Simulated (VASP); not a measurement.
ScHO2:

```xyz
8
Lattice="3.2335 0.0000 0.0000 -1.6168 2.8003 0.0000 0.0000 0.0000 9.0621" Properties=species:S:1:pos:R:3 pbc="T T T"
Sc    0.0000    0.0000    4.5311
Sc    0.0000    0.0000    0.0000
H     1.6168    0.9334    6.7966
H     0.0000    1.8669    2.2655
O     1.6168    0.9334    5.5785
O     1.6168    0.9334    8.0147
O     0.0000    1.8669    1.0475
O     0.0000    1.8669    3.4836
```

- Program: VASP 6.6.1
- Task: relaxation of cell and atoms
- Functional: LDA
- Potentials or basis: VASP PAW LDA potentials, release 64 (Sc_sv, H, O)
- Cutoff: 600 eV
- k mesh: 6 × 6 × 2
- Occupations: fermi-dirac, width 0.05 eV
- Spin: no spin polarisation

At the start: pressure -8.8 GPa; volume 10.26 Å³/atom.

Question: How do energy, volume and symmetry change on relaxing?

Answer: Over 6 steps the energy falls by 16.8 meV/atom and the volume is 9.71 Å³/atom (-5.4 %); space group P6_3/mmc (No. 194, to 0.1 Å) before and after.

Step by step:
```csv
step,energy change (eV),largest force (eV/Å),pressure (GPa),volume (Å³)
1,0.0000,0.4204,-8.81,82.06
2,-0.0827,0.5648,5.68,75.54
3,-0.1321,0.1592,-0.33,77.90
4,-0.1336,0.0729,0.15,77.62
5,-0.1339,0.0048,0.01,77.70
6,-0.1345,0.0008,0.03,77.66
```

Final structure:
```
CELL_PARAMETERS angstrom
3.16847 0.00000 0.00000
-1.58424 2.74398 0.00000
0.00000 0.00000 8.93182
ATOMIC_POSITIONS crystal
Sc 0.00000 0.00000 0.50000
Sc 0.00000 0.00000 0.00000
H 0.66667 0.33333 0.75000
H 0.33333 0.66667 0.25000
O 0.66667 0.33333 0.61485
O 0.66667 0.33333 0.88515
O 0.33333 0.66667 0.11485
O 0.33333 0.66667 0.38515
```
